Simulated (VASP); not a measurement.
# Si (P6_3/mmc) in VASP: further runs

The runs below take Si through single point, with LDA.

Program: VASP 6.6.1. These are calculated values, not measurements. Logs are shortened: lines on timing, memory, paths and dates and some standing lists are left out, and cuts for length are marked.

### Step 1. The cell of the first run

The structure is hexagonal, space group P6_3/mmc (No. 194). The conventional cell has a = 3.631 Å, b = 3.631 Å, c = 6.413 Å, α = 90.00°, β = 90.00°, γ = 120.00°. Within 3.0 Å of Si (site symmetry 3m) lie 4 Si at 2.27 to 2.33 Å.

This isn't the form of Si at room conditions, which is diamond.

### Step 2. Single point, LDA (biaxial strain in the a-b plane: -4.5 %, then relaxed in part)

The input, INCAR:

```
PREC = Accurate ; ENCUT = 520
EDIFF = 1E-6 ; ISMEAR = 0
SIGMA = 0.02 ; LREAL = F
LASPH = T ; NELM = 100
ALGO = Normal ; ISIF = 2
LWAVE = F ; LCHARG = F
GGA = CA ; NBANDS = 16
```

The input, KPOINTS:

```
regular mesh
0
Gamma
  12 12 6
```

The input, POSCAR:

```
Si
1.0
    3.6308865828      0.0000000000      0.0000000000
   -1.8154432914      3.1444400190      0.0000000000
    0.0000000000      0.0000000000      6.4125313049
Si
4
Direct
    0.3333333333      0.6666666667      0.0679939373
    0.6666666667      0.3333333333      0.5679939373
    0.3333333333      0.6666666667      0.4320060627
    0.6666666667      0.3333333333      0.9320060627
```

Potentials or basis: VASP PAW LDA potentials, release 64 (Si).

The run is started by

```
cat potpaw_LDA.64/Si/POTCAR > POTCAR
mpirun -np 1 vasp_std > vasp.out
```

OUTCAR:

```text
PREC = Accurate
   ENCUT = 520
   EDIFF = 1E-6
   ISMEAR = 0
   LREAL = F
   LASPH = T
   NELM = 100
   ISIF = 2
   GGA = CA

 ion  position               nearest neighbor table
   1  0.333  0.667  0.068-   4 2.27   4 2.27   4 2.27   3 2.33
   2  0.667  0.333  0.568-   3 2.27   3 2.27   3 2.27   4 2.33
   3  0.333  0.667  0.432-   2 2.27   2 2.27   2 2.27   1 2.33
   4  0.667  0.333  0.932-   1 2.27   1 2.27   1 2.27   2 2.33

  LATTYP: Found a hexagonal cell.
 ALAT       =     3.6308865828
 C/A-ratio  =     1.7661061999

  Lattice vectors:

 A1 = (   3.6308865828,   0.0000000000,   0.0000000000)
 A2 = (  -1.8154432914,   3.1444400190,   0.0000000000)
 A3 = (   0.0000000000,   0.0000000000,   6.4125313049)

Analysis of symmetry for initial positions (statically):
=====================================================================
 Subroutine PRICEL returns:
 Original cell was already a primitive cell.

 Routine SETGRP: Setting up the symmetry group for a
 hexagonal supercell.

 Subroutine GETGRP returns: Found 24 space group operations
 (whereof 12 operations were pure point group operations)
 out of a pool of 24 trial point group operations.

The static configuration has the point symmetry D_3d.
 The point group associated with its full space group is D_6h.

Analysis of symmetry for dynamics (positions and initial velocities):
=====================================================================
 Subroutine PRICEL returns:
 Original cell was already a primitive cell.

 Routine SETGRP: Setting up the symmetry group for a
 hexagonal supercell.

 Subroutine GETGRP returns: Found 24 space group operations
 (whereof 12 operations were pure point group operations)
 out of a pool of 24 trial point group operations.

The dynamic configuration has the point symmetry D_3d.
 The point group associated with its full space group is D_6h.

 Subroutine INISYM returns: Found 24 space group operations
 (whereof 12 operations are pure point group operations),
 and found     1 'primitive' translations

----------------------------------------------------------------------------------------

                                     Primitive cell

  volume of cell :      73.2125

  direct lattice vectors                    reciprocal lattice vectors
     3.630886583  0.000000000  0.000000000     0.275414827  0.159010824  0.000000000
    -1.815443291  3.144440019  0.000000000     0.000000000  0.318021649  0.000000000
     0.000000000  0.000000000  6.412531305     0.000000000  0.000000000  0.155944658

  length of vectors
     3.630886583  3.630886583  6.412531305     0.318021649  0.318021649  0.155944658

  position of ions in fractional coordinates (direct lattice)
     0.333333333  0.666666667  0.067993937
     0.666666667  0.333333333  0.567993937
     0.333333333  0.666666667  0.432006063
     0.666666667  0.333333333  0.932006063

  ion indices of the primitive-cell ions
   primitive index   ion index
                 1           1
                 2           2
                 3           3
                 4           4

----------------------------------------------------------------------------------------

 KPOINTS: regular mesh

Automatic generation of k-mesh.
 Grid dimensions read from file:
 generate k-points for:   12   12    6

 Generating k-lattice:

  Cartesian coordinates                     Fractional coordinates (reciprocal lattice)
     0.022951236  0.013250902  0.000000000     0.083333333  0.000000000  0.000000000
     0.000000000  0.026501804  0.000000000     0.000000000  0.083333333  0.000000000
     0.000000000  0.000000000  0.025990776     0.000000000  0.000000000  0.166666667

  Length of vectors
     0.026501804  0.026501804  0.025990776

  Shift w.r.t. Gamma in fractional coordinates (k-lattice)
     0.000000000  0.000000000  0.000000000

 Subroutine IBZKPT returns following result:
 ===========================================

 Found     76 irreducible k-points:

 Following reciprocal coordinates:
            Coordinates               Weight
  0.000000  0.000000  0.000000      1.000000
  0.083333  0.000000  0.000000      6.000000
  0.166667  0.000000  0.000000      6.000000
  0.250000 -0.000000  0.000000      6.000000
  0.333333  0.000000  0.000000      6.000000
  0.416667 -0.000000  0.000000      6.000000
[... 16 lines left out ...]
  0.250000 -0.000000  0.166667     12.000000
  0.333333  0.000000  0.166667     12.000000
 [... further k-points ...]
   k-points           NKPTS =     76   k-points in BZ     NKDIM =     76   number of bands    NBANDS=     16
   number of dos      NEDOS =    301   number of ions     NIONS =      4
   total plane-waves  NPLWV =  37632
   dimension x,y,z NGX =    28 NGY =   28 NGZ =   48
   dimension x,y,z NGXF=    56 NGYF=   56 NGZF=   96
   ions per type =               4
   NGX,Y,Z   is equivalent  to a cutoff of  12.82, 12.82, 12.44 a.u.
   NGXF,Y,Z  is equivalent  to a cutoff of  25.64, 25.64, 24.89 a.u.
 SYSTEM =  unknown system
   PREC   = accura    normal or accurate (medium, high low for compatibility)
   ISTART =      0    job   : 0-new  1-cont  2-samecut
   ICHARG =      2    charge: 1-file 2-atom 10-const
   ISPIN  =      1    spin polarized calculation?
   LNONCOLLINEAR =      F non collinear calculations
   LSORBIT =      F    spin-orbit coupling
   LASPH  =      T    aspherical Exc in radial PAW
   ENCUT  =  520.0 eV  38.22 Ry    6.18 a.u.   6.75  6.75 11.92*2*pi/ulx,y,z
   NELM   =    100;   NELMIN=  2; NELMDL= -5     # of ELM steps
   EDIFF  = 0.1E-05   stopping-criterion for ELM
   LREAL  =      F    real-space projection
   EDIFFG = 0.1E-04   stopping-criterion for IOM
   NSW    =      0    number of steps for IOM
   IBRION =     -1    ionic relax: 0-MD 1-quasi-New 2-CG
   NFREE  =      0    steps in history (QN), initial steepest desc. (CG)
   ISIF   =      2    stress and relaxation
   ISYM   =      2    0-nonsym 1-usesym 2-fastsym
   POTIM  = 0.5000    time-step for ionic-motion
   TEBEG  =    0.0;   TEEND  =   0.0 temperature during run
   PSTRESS=    0.0 pullay stress
   NELECT =      16.0000    total number of electrons
   NUPDOWN=      -1.0000    fix difference up-down
   EMIN   =  10.00;   EMAX   =-10.00  energy-range for DOS
   EFERMI =   0.00;   METHOD = LEGACY
   ISMEAR =     0;   SIGMA  =   0.02  broadening in eV -4-tet -1-fermi 0-gaus
   EFERMI_NEDOS =   21; number of points for ismear=-14 and -15
   IALGO  =     38    algorithm
   IMIX   =      4    mixing-type and parameters
     AMIX     =   0.40;   BMIX     =  1.00
     AMIX_MAG =   1.60;   BMIX_MAG =  1.00
  volume/ion in A,a.u.               =      18.30       123.52
  Fermi-wavevector in a.u.,A,eV,Ry     =   0.986097  1.863453 13.230134  0.972387
  Thomas-Fermi vector in A             =   2.117453
   LORBIT       =      0    0 simple, 1 ext, 2 COOP (PROOUT), +10 PAW based schemes
   GGA     = CA    functional components
   LHFCALC =     F    Hartree Fock is set to
   AEXX    =    0.0000 exact exchange contribution
   IVDW    =     0    specifies the selected vdW correction
   LEPSILON=     F    determine dielectric tensor
   LRPA    =     F    only Hartree local field effects (RPA)
 non-spin polarized calculation
 Gauss-broadening in eV      SIGMA  =   0.02
  energy-cutoff  :      520.00
  volume of cell :       73.21
 maximum number of plane-waves:      1992
 NGX is ok and might be reduce to    28
   NGX = 13   NGY = 13   NGZ = 23

 number of electron      15.9999998 magnetization

 Free energy of the ion-electron system (eV)
  ---------------------------------------------------
  ext. energy  EPLUGINS =         0.00000000
  ---------------------------------------------------
  free energy    TOTEN  =       -23.55142532 eV

  energy without entropy =      -23.55142502  energy(sigma->0) =      -23.55142517

 E-fermi :   7.2228     XC(G=0):  -9.9522

 val. band max:        7.1774246425   @ k =   0.3333   0.3333   0.0000
 cond. band min:       7.2680762976   @ k =   0.0000   0.0000   0.0000
 fundamental gap:      0.0906516551
 Fermi energy:         7.2227505000

 k-point     1 :       0.0000    0.0000    0.0000
  band No.  band energies     occupation
      1      -5.8764      2.00000
      2      -3.6719      2.00000
      3      -0.9108      2.00000
      4       5.8503      2.00000
      5       5.8503      2.00000
      6       6.0706      2.00000
[... 8 lines left out ...]
     15      11.8337      0.00000
     16      13.1326      0.00000

 k-point     2 :       0.0833    0.0000    0.0000
  band No.  band energies     occupation
      1      -5.7840      2.00000
      2      -3.5784      2.00000
      3      -0.8445      2.00000
      4       5.0919      2.00000
      5       5.6362      2.00000
      6       6.0093      2.00000
[... 8 lines left out ...]
     15      12.4593      0.00000
     16      12.4713      0.00000

 k-point     3 :       0.1667    0.0000    0.0000
  band No.  band energies     occupation
      1      -5.5087      2.00000
      2      -3.2994      2.00000
      3      -0.6637      2.00000
      4       3.7152      2.00000
      5       5.1788      2.00000
      6       5.2889      2.00000
[... 8 lines left out ...]
     15      12.6796      0.00000
     16      12.8692      0.00000

 k-point     4 :       0.2500   -0.0000    0.0000
  band No.  band energies     occupation
      1      -5.0578      2.00000
      2      -2.8409      2.00000
      3      -0.4574      2.00000
      4       2.4005      2.00000
      5       3.8333      2.00000
      6       4.7117      2.00000
[... 8 lines left out ...]
     15      13.4709      0.00000
     16      13.7844      0.00000
[... 324 lines left out ...]
 k-point    22 :       0.1667    0.0000    0.1667
  band No.  band energies     occupation
      1      -5.4215      2.00000
      2      -3.6098      2.00000
      3      -0.1935      2.00000
      4       3.7964      2.00000
      5       4.7354      2.00000
      6       5.2475      2.00000
[... 8 lines left out ...]
     15      12.4567      0.00000
     16      13.0862      0.00000

 k-point    23 :       0.2500   -0.0000    0.1667
  band No.  band energies     occupation
      1      -4.9712      2.00000
      2      -3.1596      2.00000
      3      -0.0113      2.00000
      4       2.5133      2.00000
      5       3.5002      2.00000
      6       4.7816      2.00000
[... 8 lines left out ...]
     15      13.5151      0.00000
     16      13.7979      0.00000

 k-point    24 :       0.3333    0.0000    0.1667
  band No.  band energies     occupation
      1      -4.3650      2.00000
      2      -2.5587      2.00000
      3      -0.2134      2.00000
      4       1.8377      2.00000
      5       2.1623      2.00000
      6       4.4118      2.00000
[... 8 lines left out ...]
     15      14.6777      0.00000
     16      14.7117      0.00000

 [... further k-points ...]

------------------------ aborting loop because EDIFF is reached ----------------------------------------

  FORCE on cell =-STRESS in cart. coord.  units (eV):
  Direction    XX          YY          ZZ          XY          YZ          ZX
  --------------------------------------------------------------------------------------
  -------------------------------------------------------------------------------------
  Total        5.3852994      5.3852994      0.0176355      0.0000000      0.0000000      0.0000000
  in kB      117.8514530    117.8514530      0.3859335      0.0000000      0.0000000      0.0000000
  external PRESSURE =      78.6962798 kB  Pullay stress =       0.0000000 kB

 VOLUME and BASIS-vectors are now :
 -----------------------------------------------------------------------------
  energy-cutoff  :      520.00
  volume of cell :       73.21
      direct lattice vectors                 reciprocal lattice vectors
     3.630886583  0.000000000  0.000000000     0.275414827  0.159010824  0.000000000
    -1.815443291  3.144440019  0.000000000     0.000000000  0.318021649  0.000000000
     0.000000000  0.000000000  6.412531305     0.000000000  0.000000000  0.155944658

 POSITION                                       TOTAL-FORCE (eV/Angst)
 -----------------------------------------------------------------------------------
     -0.00000      2.09629      0.43601         0.000000      0.000000      0.003025
      1.81544      1.04815      3.64228        -0.000000     -0.000000      0.003025
     -0.00000      2.09629      2.77025         0.000000      0.000000     -0.003025
      1.81544      1.04815      5.97652         0.000000      0.000000     -0.003025
 -----------------------------------------------------------------------------------
    total drift:                               -0.000000      0.000000     -0.000000

  FREE ENERGIE OF THE ION-ELECTRON SYSTEM (eV)
  ---------------------------------------------------
  free  energy   TOTEN  =       -23.5514253247 eV

  energy  without entropy=      -23.5514250175  energy(sigma->0) =      -23.55142517
```

Run time: 40 s. Hardware: 1 thread of Intel Xeon Platinum 8488C (Sapphire Rapids), shared host; peak memory 0.19 GiB.

Results:

* Free energy: -23.5514 eV
* Pressure: 7.9 GPa
* Largest force: 0.003 eV/Å
* Band gap on the k mesh: zero (bands 8 and 9 overlap by 0.09 eV)

Forces in eV/Å, atoms in the order of the input:
```
Si   0.000  0.000  0.003
Si   0.000  0.000  0.003
Si   0.000  0.000 -0.003
Si   0.000  0.000 -0.003
```

Stress tensor (GPa, compression positive):
```
11.79  0.00  0.00
 0.00 11.79  0.00
 0.00  0.00  0.04
```

Levels at points of the mesh, in eV from the Fermi level:
```csv
k point,band 5,band 6,band 7,band 8,band 9,band 10,band 11,band 12
"(0.00, 0.00, 0.00)",-1.37,-1.15,0.05,0.05,1.19,1.80,2.06,2.06
"(0.50, 0.00, 0.00)",-5.37,-3.68,-3.19,-1.66,0.28,2.12,2.21,2.87
"(0.00, 0.00, 0.50)",-0.82,-0.82,-0.82,-0.82,2.36,2.36,3.00,3.00
"(0.50, 0.00, 0.50)",-3.19,-3.19,-2.59,-2.59,0.40,0.40,1.20,1.20
```

Caveat: the cell differs from its parent crystal (biaxial strain in the a-b plane: -4.5 %, then relaxed in part); the stress differs along the axes, from 0 to 12 GPa; semilocal functionals underestimate gaps, and a narrow one can read as zero.

[end of part 1 of 2]

The gap in the log of VASP goes by the Fermi energy; the results here count the filled bands.